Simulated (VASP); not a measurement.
Runs of VASP 6.6.1 on PbSe (Clausthalite). The structure is that of space group Fm-3m (No. 225), or close to it. The cells are those of the table. 

```csv
cell,pressure (GPa)
"a = 4.328 Å, angles 60.0°, 2 atoms",0.1
"a = 4.290 Å, angles 60.0°, 2 atoms",1.6
"a = 4.441 Å, angles 60.0°, 2 atoms",-2.9
"a = 4.250 Å, angles 60.0°, 2 atoms",(b)
"a = 4.210 Å, angles 60.0°, 2 atoms",5.3
"a = 4.367 Å, angles 60.0°, 2 atoms",-1.2
"a = 4.404 Å, angles 60.0°, 2 atoms",(a)
```

Alike in all rows: task single point; level PBE+D3(BJ); potentials or basis VASP PAW PBE potentials, release 64 (Pb_d, Se); no spin polarisation; k mesh 5 × 5 × 5; cutoff (eV) 520; smearing gaussian 0.1 eV.

Fill in the values left out.

(a) -2.2; (b) 3.3.

Caveats: three body term missing.
